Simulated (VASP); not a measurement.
# Hf (P6_3/mmc) in VASP: further runs

Hf is run at these levels: LDA; tasks: single point.

Everything below comes from runs of VASP 6.6.1. Logs are shortened: lines on timing, memory, paths and dates and some standing lists are left out, and cuts for length are marked.

## (1) The cell of the first run

It takes space group P6_3/mmc (No. 194, hexagonal). Conventional cell: a = 3.117 Å, b = 3.117 Å, c = 4.950 Å, α = 90.00°, β = 90.00°, γ = 120.00°. Hf (site symmetry -6m2) has 12 Hf at 3.06 to 3.12 Å within 4.0 Å.

## (2) Single point, LDA

INCAR reads:

```
SYSTEM = Hf
  ALGO = Normal
  EDIFF = 1E-6
  ENCUT = 520
  GGA = CA
  ISIF = 2
  ISMEAR = -1
  LASPH = .True.
  LCHARG = .True.
  LELF = .True.
  LREAL = .False.
  LVHAR = .True.
  LWAVE = .False.
  NBANDS = 17
  NELM = 100
  PREC = Accurate
  SIGMA = 0.1
```

KPOINTS reads:

```
k-points
0
Gamma
  15 15 8
  0 0 0
```

POSCAR reads:

```
Hf
1.0
    1.5586855422     -2.6997225522      0.0000000000
    1.5586855422      2.6997225522      0.0000000000
    0.0000000000      0.0000000000      4.9495808355
Hf
2
Direct
    0.6666666670      0.3333333330      0.2500000000
    0.3333333330      0.6666666670      0.7500000000
```

Potentials or basis: VASP PAW LDA potentials, release 64 (Hf_pv).

The run is started by

```sh
> cat potpaw_LDA.64/Hf_pv/POTCAR > POTCAR
> mpirun -np 1 vasp_std > vasp.out
```

OUTCAR:

```text
SYSTEM = Hf
   EDIFF = 1E-6
   ENCUT = 520
   GGA = CA
   ISIF = 2
   ISMEAR = -1
   LASPH = .True.
   LREAL = .False.
   NELM = 100
   PREC = Accurate

 ion  position               nearest neighbor table
   1  0.667  0.333  0.250-   2 3.06   2 3.06   2 3.06   2 3.06   2 3.06   2 3.06
   2  0.333  0.667  0.750-   1 3.06   1 3.06   1 3.06   1 3.06   1 3.06   1 3.06

  LATTYP: Found a hexagonal cell.
 ALAT       =     3.1173710845
 C/A-ratio  =     1.5877419471

  Lattice vectors:

 A1 = (   1.5586855422,  -2.6997225522,   0.0000000000)
 A2 = (   1.5586855422,   2.6997225522,   0.0000000000)
 A3 = (   0.0000000000,   0.0000000000,   4.9495808355)

Analysis of symmetry for initial positions (statically):
=====================================================================
 Subroutine PRICEL returns:
 Original cell was already a primitive cell.

 Routine SETGRP: Setting up the symmetry group for a
 hexagonal supercell.

 Subroutine GETGRP returns: Found 24 space group operations
 (whereof 12 operations were pure point group operations)
 out of a pool of 24 trial point group operations.

The static configuration has the point symmetry D_3d.
 The point group associated with its full space group is D_6h.

Analysis of symmetry for dynamics (positions and initial velocities):
=====================================================================
 Subroutine PRICEL returns:
 Original cell was already a primitive cell.

 Routine SETGRP: Setting up the symmetry group for a
 hexagonal supercell.

 Subroutine GETGRP returns: Found 24 space group operations
 (whereof 12 operations were pure point group operations)
 out of a pool of 24 trial point group operations.

The dynamic configuration has the point symmetry D_3d.
 The point group associated with its full space group is D_6h.

 Subroutine INISYM returns: Found 24 space group operations
 (whereof 12 operations are pure point group operations),
 and found     1 'primitive' translations

----------------------------------------------------------------------------------------

                                     Primitive cell

  volume of cell :      41.6559

  direct lattice vectors                    reciprocal lattice vectors
     1.558685542 -2.699722552  0.000000000     0.320783113 -0.185204216  0.000000000
     1.558685542  2.699722552  0.000000000     0.320783113  0.185204216  0.000000000
     0.000000000  0.000000000  4.949580835     0.000000000  0.000000000  0.202037310

  length of vectors
     3.117371084  3.117371084  4.949580835     0.370408433  0.370408433  0.202037310

  position of ions in fractional coordinates (direct lattice)
     0.666666667  0.333333333  0.250000000
     0.333333333  0.666666667  0.750000000

  ion indices of the primitive-cell ions
   primitive index   ion index
                 1           1
                 2           2

----------------------------------------------------------------------------------------

 KPOINTS: k-points

Automatic generation of k-mesh.
 Grid dimensions read from file:
 generate k-points for:   15   15    8

 Generating k-lattice:

  Cartesian coordinates                     Fractional coordinates (reciprocal lattice)
     0.021385541 -0.012346948  0.000000000     0.066666667  0.000000000  0.000000000
     0.021385541  0.012346948  0.000000000     0.000000000  0.066666667  0.000000000
     0.000000000  0.000000000  0.025254664     0.000000000  0.000000000  0.125000000

  Length of vectors
     0.024693896  0.024693896  0.025254664

  Shift w.r.t. Gamma in fractional coordinates (k-lattice)
     0.000000000  0.000000000  0.000000000

 Subroutine IBZKPT returns following result:
 ===========================================

 Found    135 irreducible k-points:

 Following reciprocal coordinates:
            Coordinates               Weight
  0.000000  0.000000  0.000000      1.000000
  0.066667  0.000000  0.000000      6.000000
  0.133333  0.000000  0.000000      6.000000
  0.200000  0.000000  0.000000      6.000000
  0.266667  0.000000  0.000000      6.000000
  0.333333  0.000000  0.000000      6.000000
[... 16 lines left out ...]
  0.333333  0.200000  0.000000     12.000000
  0.400000  0.200000  0.000000      6.000000
 [... further k-points ...]
   k-points           NKPTS =    135   k-points in BZ     NKDIM =    135   number of bands    NBANDS=     17
   number of dos      NEDOS =    301   number of ions     NIONS =      2
   total plane-waves  NPLWV =  23040
   dimension x,y,z NGX =    24 NGY =   24 NGZ =   40
   dimension x,y,z NGXF=    48 NGYF=   48 NGZF=   80
   ions per type =               2
   NGX,Y,Z   is equivalent  to a cutoff of  12.80, 12.80, 13.44 a.u.
   NGXF,Y,Z  is equivalent  to a cutoff of  25.60, 25.60, 26.87 a.u.
 SYSTEM =  Hf
   PREC   = accura    normal or accurate (medium, high low for compatibility)
   ISTART =      0    job   : 0-new  1-cont  2-samecut
   ICHARG =      2    charge: 1-file 2-atom 10-const
   ISPIN  =      1    spin polarized calculation?
   LNONCOLLINEAR =      F non collinear calculations
   LSORBIT =      F    spin-orbit coupling
   LASPH  =      T    aspherical Exc in radial PAW
   ENCUT  =  520.0 eV  38.22 Ry    6.18 a.u.   5.80  5.80  9.20*2*pi/ulx,y,z
   NELM   =    100;   NELMIN=  2; NELMDL= -5     # of ELM steps
   EDIFF  = 0.1E-05   stopping-criterion for ELM
   LREAL  =      F    real-space projection
   EDIFFG = 0.1E-04   stopping-criterion for IOM
   NSW    =      0    number of steps for IOM
   IBRION =     -1    ionic relax: 0-MD 1-quasi-New 2-CG
   NFREE  =      0    steps in history (QN), initial steepest desc. (CG)
   ISIF   =      2    stress and relaxation
   ISYM   =      2    0-nonsym 1-usesym 2-fastsym
   POTIM  = 0.5000    time-step for ionic-motion
   TEBEG  =    0.0;   TEEND  =   0.0 temperature during run
   PSTRESS=    0.0 pullay stress
   NELECT =      20.0000    total number of electrons
   NUPDOWN=      -1.0000    fix difference up-down
   EMIN   =  10.00;   EMAX   =-10.00  energy-range for DOS
   EFERMI =   0.00;   METHOD = LEGACY
   ISMEAR =    -1;   SIGMA  =   0.10  broadening in eV -4-tet -1-fermi 0-gaus
   EFERMI_NEDOS =   21; number of points for ismear=-14 and -15
   IALGO  =     38    algorithm
   IMIX   =      4    mixing-type and parameters
     AMIX     =   0.40;   BMIX     =  1.00
     AMIX_MAG =   1.60;   BMIX_MAG =  1.00
  volume/ion in A,a.u.               =      20.83       140.55
  Fermi-wavevector in a.u.,A,eV,Ry     =   1.281916  2.422469 22.358562  1.643308
  Thomas-Fermi vector in A             =   2.414258
   LORBIT       =      0    0 simple, 1 ext, 2 COOP (PROOUT), +10 PAW based schemes
   GGA     = CA    functional components
   LHFCALC =     F    Hartree Fock is set to
   AEXX    =    0.0000 exact exchange contribution
   IVDW    =     0    specifies the selected vdW correction
   LEPSILON=     F    determine dielectric tensor
   LRPA    =     F    only Hartree local field effects (RPA)
 non-spin polarized calculation
  energy-cutoff  :      520.00
  volume of cell :       41.66
 maximum number of plane-waves:      1140
 NGX is ok and might be reduce to    24
   NGX = 11   NGY = 11   NGZ = 19

 number of electron      19.9999997 magnetization

 Free energy of the ion-electron system (eV)
  ---------------------------------------------------
  ext. energy  EPLUGINS =         0.00000000
  ---------------------------------------------------
  free energy    TOTEN  =       -21.41694675 eV

  energy without entropy =      -21.36055961  energy(sigma->0) =      -21.38875318

 E-fermi :   5.2875     XC(G=0): -11.8000

 val. band max:        5.2839698778   @ k =   0.3333   0.3333   0.3750
 cond. band min:       5.2894552671   @ k =   0.3333   0.2000   0.5000
 fundamental gap:      0.0054853894
 Fermi energy:         5.2874939459

 k-point     1 :       0.0000    0.0000    0.0000
  band No.  band energies     occupation
      1     -25.5949      2.00000
      2     -24.6421      2.00000
      3     -24.6421      2.00000
      4     -24.4818      2.00000
      5     -24.4818      2.00000
      6     -24.4812      2.00000
[... 9 lines left out ...]
     16       8.0294      0.00000
     17      10.9521      0.00000

 k-point     2 :       0.0667    0.0000    0.0000
  band No.  band energies     occupation
      1     -25.5800      2.00000
      2     -24.6750      2.00000
      3     -24.6531      2.00000
      4     -24.5166      2.00000
      5     -24.4878      2.00000
      6     -24.4861      2.00000
[... 9 lines left out ...]
     16       7.8863      0.00000
     17      11.0756      0.00000

 k-point     3 :       0.1333    0.0000    0.0000
  band No.  band energies     occupation
      1     -25.5367      2.00000
      2     -24.7679      2.00000
      3     -24.6832      2.00000
      4     -24.6130      2.00000
      5     -24.5079      2.00000
      6     -24.4989      2.00000
[... 9 lines left out ...]
     16       7.8434      0.00000
     17      11.3460      0.00000

 k-point     4 :       0.2000    0.0000    0.0000
  band No.  band energies     occupation
      1     -25.4687      2.00000
      2     -24.9044      2.00000
      3     -24.7498      2.00000
      4     -24.7259      2.00000
      5     -24.5415      2.00000
      6     -24.5189      2.00000
[... 9 lines left out ...]
     16       8.4723      0.00000
     17      11.6445      0.00000
[... 343 lines left out ...]
      1     -25.2276      2.00000
      2     -25.1698      2.00000
      3     -25.1378      2.00000
      4     -24.8989      2.00000
      5     -24.7248      2.00000
      6     -24.7221      2.00000
[... 9 lines left out ...]
     16      11.6253      0.00000
     17      12.1132      0.00000

 k-point    23 :       0.3333    0.2000    0.0000
  band No.  band energies     occupation
      1     -25.2939      2.00000
      2     -25.1402      2.00000
      3     -25.0866      2.00000
      4     -24.9714      2.00000
      5     -24.7888      2.00000
      6     -24.7573      2.00000
[... 9 lines left out ...]
     16      11.6023      0.00000
     17      12.7399      0.00000

 k-point    24 :       0.4000    0.2000    0.0000
  band No.  band energies     occupation
      1     -25.3169      2.00000
      2     -25.1328      2.00000
      3     -25.0460      2.00000
      4     -25.0058      2.00000
      5     -24.8224      2.00000
      6     -24.7693      2.00000
[... 9 lines left out ...]
     16      11.5933      0.00000
     17      12.2793      0.00000

 [... further k-points ...]

------------------------ aborting loop because EDIFF is reached ----------------------------------------

  FORCE on cell =-STRESS in cart. coord.  units (eV):
  Direction    XX          YY          ZZ          XY          YZ          ZX
  --------------------------------------------------------------------------------------
  -------------------------------------------------------------------------------------
  Total        0.0300401      0.0300401      0.0171585      0.0000000      0.0000000      0.0000000
  in kB        1.1554097      1.1554097      0.6599559      0.0000000      0.0000000      0.0000000
  external PRESSURE =       0.9902585 kB  Pullay stress =       0.0000000 kB

 VOLUME and BASIS-vectors are now :
 -----------------------------------------------------------------------------
  energy-cutoff  :      520.00
  volume of cell :       41.66
      direct lattice vectors                 reciprocal lattice vectors
     1.558685542 -2.699722552  0.000000000     0.320783113 -0.185204216  0.000000000
     1.558685542  2.699722552  0.000000000     0.320783113  0.185204216  0.000000000
     0.000000000  0.000000000  4.949580835     0.000000000  0.000000000  0.202037310

 POSITION                                       TOTAL-FORCE (eV/Angst)
 -----------------------------------------------------------------------------------
      1.55869     -0.89991      1.23740        -0.000000     -0.000000      0.000000
      1.55869      0.89991      3.71219         0.000000      0.000000      0.000000
 -----------------------------------------------------------------------------------
    total drift:                                0.000000      0.000000     -0.000000

  FREE ENERGIE OF THE ION-ELECTRON SYSTEM (eV)
  ---------------------------------------------------
  free  energy   TOTEN  =       -21.4169467456 eV

  energy  without entropy=      -21.3605596136  energy(sigma->0) =      -21.38875318
```

Run time: 33 s. Hardware: 1 thread of Intel Xeon Platinum 8488C (Sapphire Rapids), shared host; peak memory 0.2 GiB.

Results:

- Free energy: -21.4169 eV
- Pressure: 0.1 GPa
- Band gap on the k mesh: zero (bands 10 and 11 overlap by 1.55 eV)

Caveat: spin-orbit coupling is left out, which moves the levels of the heavy elements.

## (3) Single point, LDA

INCAR reads:

```
ALGO = Normal ; EDIFF = 1E-7
ENCUT = 520 ; GGA = CA
ISIF = 2 ; ISMEAR = -1
LASPH = True ; LCHARG = True
LELF = True ; LREAL = False
LVHAR = True ; LWAVE = False
NBANDS = 17 ; NELM = 80
PREC = Accurate ; SIGMA = 0.1
```

KPOINTS reads:

```
k-points
0
Gamma
  15 15 8
```

POSCAR is that of step 2.

Potentials or basis: VASP PAW LDA potentials, release 64 (Hf_pv).

The run is started by

```sh
> cat potpaw_LDA.64/Hf_pv/POTCAR > POTCAR
> mpirun -np 1 vasp_std > vasp.out
```

It took 34 s on 1 thread of Intel Xeon Platinum 8488C (Sapphire Rapids), shared host; peak memory 0.2 GiB.

The run converged. Its results:

| Quantity | Value |
| --- | --- |
| Free energy | -21.4169 eV |
| Pressure | 0.1 GPa |
| Band gap on the k mesh | zero (bands 10 and 11 overlap by 1.55 eV) |

Levels at points of the mesh, in eV from the Fermi level:
| k point | band 6 | band 7 | band 8 | band 9 | band 10 | band 11 | band 12 | band 13 | band 14 | band 15 |
| --- | --- | --- | --- | --- | --- | --- | --- | --- | --- | --- |
| (0.00, 0.00, 0.00) | -29.77 | -7.53 | -3.92 | 1.07 | 1.15 | 1.15 | 1.41 | 2.03 | 2.03 | 2.74 |
| (0.00, 0.00, 0.50) | -29.85 | -5.43 | -5.43 | 0.12 | 0.12 | 1.04 | 1.04 | 1.04 | 1.04 | 5.09 |

Caveat: spin-orbit coupling is left out, which moves the levels of the heavy elements.

(Part 1 of 2 ends here.)
